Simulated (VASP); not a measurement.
A run of VASP 6.6.1:

File INCAR:

```
  PREC = Accurate
  ENCUT = 600
  EDIFF = 1E-6
  ISMEAR = -1
  SIGMA = 0.08
  LREAL = False
  LASPH = True
  NELM = 100
  ALGO = Normal
  ISIF = 3
  LWAVE = False
  LCHARG = False
  GGA = PE
  IBRION = 2
  NSW = 60
  EDIFFG = -0.005
  PSTRESS = 130.0
```

The input KPOINTS:

```
Automatic mesh
0
Gamma
  13 13 13
```

The input POSCAR:

```
Si
1.0
    0.0000000000      2.4821102077      2.4821102077
    2.4821102077      0.0000000000      2.4821102077
    2.4821102077      2.4821102077      0.0000000000
Si
2
Direct
   -0.1250000000     -0.1250000000     -0.1250000000
    0.1250000000      0.1250000000      0.1250000000
```

Potentials or basis: VASP PAW PBE potentials, release 64 (Si).

Run with:

```bash
$ cat potpaw_PBE.64/Si/POTCAR > POTCAR
$ mpirun -np 1 vasp_std > vasp.out
```

Hardware: 1 thread of Intel Xeon 8259CL (shared host).

**Question.** How long does it take, and how much memory?

**Answer.** Wall time 2.8 min on 1 thread of Intel Xeon 8259CL, with other jobs on the host, peak memory 0.16 GiB. Counts: scf iterations 63, k points 84, ion steps 18.
